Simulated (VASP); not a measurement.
C:

```
CELL_PARAMETERS angstrom
2.46497 0.00000 0.00000
-1.23249 2.13473 0.00000
0.00000 0.00000 6.74417
ATOMIC_POSITIONS crystal
C 0.00000 0.00000 0.25000
C 0.00000 0.00000 0.75000
C 0.33333 0.66667 0.25000
C 0.66667 0.33333 0.75000
```

* Program: VASP 6.6.1
* Task: relaxation of cell and atoms
* Functional: PBE
* Potentials or basis: VASP PAW PBE potentials, release 64 (C)
* Cutoff: 600 eV
* k mesh: 21 × 21 × 6
* Occupations: gaussian, width 0.1 eV
* Spin: no spin polarisation

At the start: pressure 1.4 GPa; volume 8.87 Å³/atom.

Task: Where does the relaxation end?

Result: Over 23 steps the energy falls by 11.1 meV/atom and the volume is 10.43 Å³/atom (+17.5 %); space group P6_3/mmc (No. 194, to 0.05 Å).

The path:
```
step  energy change (eV)  largest force (eV/Å)  pressure (GPa)  volume (Å³)
   1              0.0000                0.0000            1.40        35.49
   2             -0.0050                0.0000            0.08        35.89
   3             -0.0099                0.0000           -2.89        36.85
   4             -0.0110                0.0000           -2.87        36.91
   5             -0.0142                0.0000           -2.56        37.06
   6             -0.0200                0.0000           -2.04        37.38
   7             -0.0290                0.0000           -1.17        38.01
   8             -0.0388                0.0000            1.00        39.26
   9             -0.0399                0.0000            1.89        39.77
  10             -0.0428                0.0000            0.74        40.47
  11             -0.0437                0.0000            0.03        40.94
  12             -0.0432                0.0000           -1.38        41.87
  13             -0.0439                0.0000           -0.43        41.25
  14             -0.0439                0.0000           -0.59        41.32
  15             -0.0439                0.0000           -0.48        41.28
  16             -0.0442                0.0000           -0.36        41.57
  17             -0.0443                0.0000           -0.30        41.67
  18             -0.0443                0.0000           -0.22        41.88
  19             -0.0443                0.0000           -0.24        41.79
  20             -0.0443                0.0000           -0.25        41.83
  21             -0.0443                0.0000           -0.23        41.81
  22             -0.0443                0.0000            0.07        41.69
  23             -0.0443                0.0000            0.01        41.71
```

Final structure:
```xyz
4
Lattice="2.4671 0.0000 0.0000 -1.2335 2.1366 0.0000 0.0000 0.0000 7.9124" Properties=species:S:1:pos:R:3 pbc="T T T"
C     0.0000    0.0000    1.9781
C     0.0000    0.0000    5.9343
C     0.0000    1.4244    1.9781
C     1.2335    0.7122    5.9343
```

Caveat: the volume moved by over 15 % at a fixed basis, so the end points are rough; this functional lacks dispersion, which binds the layers, so the pressure and a relaxed spacing across them are unreliable.
